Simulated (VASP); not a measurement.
# Te (Pm-3m) in VASP: notebook, part 2 of 2

VASP 6.6.1. Earlier steps stand in the parts before.

### 3 Relaxation of cell and atoms, PBEsol, target pressure 20 GPa, at which the enthalpy is minimised

This run uses another cell than the first one, of 23.48 Å³/atom.

File INCAR:

```
SYSTEM = Te
  PREC = Accurate
  ENCUT = 600
  EDIFF = 1E-6
  ISMEAR = -1
  SIGMA = 0.1
  LREAL = .False.
  LASPH = .True.
  NELM = 60
  ALGO = Normal
  ISIF = 3
  LWAVE = .False.
  LCHARG = .False.
  GGA = PS
  IBRION = 2
  NSW = 60
  EDIFFG = -0.005
  PSTRESS = 200.0
```

File KPOINTS:

```
Automatic mesh
0
Gamma
  13 13 13
  0 0 0
```

File POSCAR:

```
Te
1.0
    2.8636059660      0.0000000000      0.0000000000
    0.0000000000      2.8636059660      0.0000000000
    0.0000000000      0.0000000000      2.8636059660
Te
1
Direct
    0.0000000000      0.0000000000      0.0000000000
```

Potentials or basis: VASP PAW PBE potentials, release 64 (Te).

Started as:

```
$ cat potpaw_PBE.64/Te/POTCAR > POTCAR
$ mpirun -np 1 vasp_std > vasp.out
```

OUTCAR:

```text
SYSTEM = Te
   PREC = Accurate
   ENCUT = 600
   EDIFF = 1E-6
   ISMEAR = -1
   LREAL = .False.
   LASPH = .True.
   NELM = 60
   ISIF = 3
   GGA = PS
   IBRION = 2
   NSW = 60
   EDIFFG = -0.005
   PSTRESS = 200.0

 ion  position               nearest neighbor table
   1  0.000  0.000  0.000-

  LATTYP: Found a simple cubic cell.
 ALAT       =     2.8636059660

  Lattice vectors:

 A1 = (   2.8636059660,   0.0000000000,   0.0000000000)
 A2 = (   0.0000000000,   2.8636059660,   0.0000000000)
 A3 = (   0.0000000000,   0.0000000000,   2.8636059660)

Analysis of symmetry for initial positions (statically):
=====================================================================
 Subroutine PRICEL returns:
 Original cell was already a primitive cell.

[... 220 lines left out ...]
      5      13.2987      0.00000
      6      13.2987      0.00000
      7      13.9889      0.00000
[... 299 lines left out ...]
  energy  without entropy=       -3.2116146074  energy(sigma->0) =       -3.21908610

  enthalpy is  TOTEN    =        -0.0432963733 eV   P V=        3.1832612139

[... ionic steps 4 to 13 ...]

--------------------------------------- Ionic step       14  -------------------------------------------

 number of electron       6.0000000 magnetization

------------------------ aborting loop because EDIFF is reached ----------------------------------------
[... 69 lines left out ...]
--------------------------------------- Ionic step       16  -------------------------------------------

 number of electron       6.0000000 magnetization

 Free energy of the ion-electron system (eV)
  ---------------------------------------------------
  ext. energy  EPLUGINS =         0.00000000
  ---------------------------------------------------
  free energy    TOTEN  =        -3.21183318 eV

  energy without entropy =       -3.19682637  energy(sigma->0) =       -3.20432978

 E-fermi :  10.1677     XC(G=0): -10.5398

 val. band max:       10.1252083439   @ k =   0.3846   0.3846   0.2308
 cond. band min:      10.2003454768   @ k =   0.3846   0.1538   0.0000
 fundamental gap:      0.0751371329
 Fermi energy:        10.1676585161

 k-point     1 :       0.0000    0.0000    0.0000
  band No.  band energies     occupation
      1      -5.8756      2.00000
      2      11.4806      0.00000
      3      11.4806      0.00000
      4      11.4806      0.00000
      5      15.7589      0.00000
      6      15.7589      0.00000
      7      17.4688      0.00000
[... 262 lines left out ...]
  energy  without entropy=       -3.1968263743  energy(sigma->0) =       -3.20432978

  enthalpy is  TOTEN    =        -0.0435480825 eV   P V=        3.1682851010

 reached required accuracy - stopping structural energy minimisation
```

OSZICAR:

```text
N       E                     dE             d eps       ncg     rms          rms(c)
DAV:   1     0.135134548178E+02    0.13513E+02   -0.27077E+03  1183   0.764E+02
DAV:   2    -0.265988862526E+01   -0.16173E+02   -0.15250E+02  1666   0.841E+01
DAV:   3    -0.291864449968E+01   -0.25876E+00   -0.25704E+00  1407   0.124E+01
[... 82 lines left out ...]
       N       E                     dE             d eps       ncg     rms          rms(c)
DAV:   1    -0.321183623397E+01   -0.15767E-02   -0.62625E-05  1260   0.437E-02    0.124E-02
DAV:   2    -0.321183430273E+01    0.19312E-05   -0.19911E-06  1071   0.108E-02    0.621E-03
DAV:   3    -0.321183318801E+01    0.11147E-05   -0.19813E-06  1008   0.769E-03    0.663E-03
DAV:   4    -0.321183318348E+01    0.45286E-08   -0.55296E-08   630   0.203E-03
  16 F= -.43548082E-01 E0= -.36044678E-01  d E =-.102827E-04
```

CONTCAR:

```text
Te
   1.00000000000000
     2.9387881541634266   -0.0000000000000001   -0.0000000000000001
    -0.0000000000000000    2.9387881541634262   -0.0000000000000000
     0.0000000000000000   -0.0000000000000000    2.9387881541634266
  Te
     1
Direct
     0.0000000000000000    0.0000000000000000    0.0000000000000000

  0.00000000E+00  0.00000000E+00  0.00000000E+00
```

Wall time 40 s (1 thread of Intel Xeon Platinum 8259CL at 2.50GHz (Skylake/Cascade Lake), shared host); peak memory 0.15 GiB.

Results:

| Quantity | Value |
| --- | --- |
| Free energy | -3.2118 eV |
| Relaxed volume | 25.38 Å³/atom |
| Relaxed cell | a = 2.939 Å, b = 2.939 Å, c = 2.939 Å, α = 90.00°, β = 90.00°, γ = 90.00° |
| Space group after relaxing (to 0.1 Å) | Pm-3m (No. 221) |
| Energy change on relaxing (the run minimises the enthalpy) | -307.2 meV/atom |
| Ionic steps | 16 |
| Pressure after relaxing | 20.0 GPa |
| Band gap on the k mesh | zero (bands 3 and 4 overlap by 7.29 eV) |

The path:
```tsv
step	energy change (eV)	largest force (eV/Å)	pressure (GPa)	volume (Å³)
1	0.0000	0.0000	32.46	23.48
2	-0.6035	0.0000	2.14	30.25
3	-0.3219	0.0000	19.35	25.50
4	-0.3083	0.0000	19.95	25.39
5	-0.3034	0.0000	20.17	25.35
6	-0.3036	0.0000	20.16	25.35
7	-0.3040	0.0000	20.15	25.36
8	-0.3040	0.0000	20.14	25.36
9	-0.3040	0.0000	20.14	25.36
10	-0.3041	0.0000	20.14	25.36
11	-0.3041	0.0000	20.14	25.36
12	-0.3042	0.0000	20.14	25.36
13	-0.3044	0.0000	20.13	25.36
14	-0.3048	0.0000	20.12	25.36
15	-0.3056	0.0000	20.10	25.37
16	-0.3072	0.0000	20.00	25.38
```

Final structure:
```
Te
1.0
     2.93879    0.00000    0.00000
     0.00000    2.93879    0.00000
     0.00000    0.00000    2.93879
Te
1
Direct
  0.00000 0.00000 0.00000
```

Levels at points of the mesh, in eV from the Fermi level:
```
           k point  band 1  band 2  band 3  band 4  band 5  band 6
(0.00, 0.00, 0.00)  -16.04    1.31    1.31    1.31    5.59    5.59
```

Caveat: the cell is relaxed towards a set pressure, so the run minimises the enthalpy, not the energy; the PAW data sets were made with another functional, which shifts forces and pressure a little; spin-orbit coupling is left out, which moves the levels of the heavy elements.

### 4 Relaxation of cell and atoms, PBEsol, target pressure 20 GPa, at which the enthalpy is minimised

File INCAR:

```
  PREC = Accurate
  ENCUT = 600
  EDIFF = 1E-7
  ISMEAR = -1
  SIGMA = 0.1
  LREAL = False
  LASPH = True
  NELM = 60
  ALGO = Normal
  ISIF = 3
  LWAVE = False
  LCHARG = False
  GGA = PS
  IBRION = 2
  NSW = 32
  EDIFFG = -0.005
  PSTRESS = 200.0
```

File KPOINTS:

```
Automatic mesh
0
Gamma
  13 13 13
```

File POSCAR:

```
Te
1.0
    2.9368388550      0.0000000000      0.0000000000
    0.0000000000      2.9368388550      0.0000000000
    0.0000000000      0.0000000000      2.9368388550
Te
1
Direct
    0.0000000000      0.0000000000      0.0000000000
```

Started as:

```
$ cat potpaw_PBE.64/Te/POTCAR > POTCAR
$ mpirun -np 1 vasp_std > vasp.out
```

It took 15 s on 1 thread of Intel Xeon Platinum 8259CL at 2.50GHz (Skylake/Cascade Lake), shared host; peak memory 0.15 GiB.

The run converged. Its results:

```yaml
Free_energy: -3.2118 eV
Relaxed_volume: 25.38 Å³/atom
Relaxed_cell: a = 2.939 Å, b = 2.939 Å, c = 2.939 Å, α = 90.00°, β = 90.00°, γ = 90.00°
Space_group_after_relaxing_to_0.1_Å: Pm-3m (No. 221)
Energy_change_on_relaxing_the_run_minimises_the_enthalpy: -6.2 meV/atom
Ionic_steps: 3
Pressure_after_relaxing: 20.0 GPa
Band_gap_on_the_k_mesh: zero (bands 3 and 4 overlap by 7.29 eV)
```

The path:
| step | energy change (eV) | largest force (eV/Å) | pressure (GPa) | volume (Å³) |
| --- | --- | --- | --- | --- |
| 1 | 0.0000 | 0.0000 | 20.28 | 25.33 |
| 2 | -0.0203 | 0.0000 | 19.37 | 25.49 |
| 3 | -0.0062 | 0.0000 | 20.00 | 25.38 |

Final structure:
```xyz
1
Lattice="2.9388 0.0000 0.0000 0.0000 2.9388 0.0000 0.0000 0.0000 2.9388" Properties=species:S:1:pos:R:3 pbc="T T T"
Te    0.0000    0.0000    0.0000
```

Levels at points of the mesh, in eV from the Fermi level:
```tsv
k point	band 1	band 2	band 3	band 4	band 5	band 6	band 7
(0.00, 0.00, 0.00)	-16.04	1.31	1.31	1.31	5.59	5.59	7.30
```

Caveat: the cell is relaxed towards a set pressure, so the run minimises the enthalpy, not the energy; the PAW data sets were made with another functional, which shifts forces and pressure a little; spin-orbit coupling is left out, which moves the levels of the heavy elements.

### 5 Overview

| task | cell | cutoff (eV) | gap on the mesh (eV) | pressure (GPa) |
| --- | --- | --- | --- | --- |
| single point | a = 2.937 Å, 1 atom | 520 | none | 20.3 |
| relaxation of cell and atoms | relaxed to 20 GPa from a = 2.864 Å, 1 atom | 600 | none | 20.0 |
| relaxation of cell and atoms | relaxed to 20 GPa from a = 2.937 Å, 1 atom | 600 | none | 20.0 |

Alike in all rows: level PBEsol; potentials or basis VASP PAW PBE potentials, release 64 (Te); no spin polarisation; k mesh 13 × 13 × 13; smearing fermi-dirac 0.1 eV.

Caveats: the PAW data sets were made with another functional, which shifts forces and pressure a little; spin-orbit coupling is left out, which moves the levels of the heavy elements; the cell is relaxed towards a set pressure, so the run minimises the enthalpy, not the energy (at least some runs); the cell stands under pressure (at least some runs).

Total energies depend on the potentials used, so only differences within one code and one set of settings carry meaning.

The gap in the log of VASP goes by the Fermi energy; the results here count the filled bands.